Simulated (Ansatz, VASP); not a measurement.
One calculation of BC5, two programs

```
CELL_PARAMETERS angstrom
3.06014 0.00000 0.00000
-1.53007 2.65016 0.00000
0.00000 0.00000 7.78517
ATOMIC_POSITIONS crystal
B 0.00000 0.00000 0.00000
C 0.50000 0.00000 0.50000
C 0.50000 0.50000 0.50000
C 0.00000 0.50000 0.50000
C 0.33333 0.66667 0.00000
C 0.66667 0.33333 0.00000
```

Change from the starting cell: species swapped into the TbRh5 type (P6/mmm, No. 191).

Alike in both runs: functional PBE; k mesh 6 × 6 × 4; occupations gaussian, width 0.1 eV; no spin polarisation.

Ansatz relaxed the structure, and its values are those at the end. VASP's run is a single point on that final structure, the one shown.

|  | VASP | Ansatz |
| --- | --- | --- |
| version | VASP 6.6.1 | Ansatz 0.2.0 |
| potentials or method | VASP PAW PBE potentials, release 64 (B, C), cutoff 520 eV | scalar-relativistic, plane waves, PAW |
| valence electrons in the cell | 23 | 23 |

Ansatz gave:

```
gap on the k mesh at the Fermi level (eV) : none
pressure (GPa)                            : 0.0
```

Question: Estimate VASP's values.

Answer: gap on the k mesh at the Fermi level (eV): none; pressure (GPa): 0.1.

A gap of «none» marks a metal or a gap that the smearing closes.

The k mesh is coarse, so the values compare programs but aren't converged.
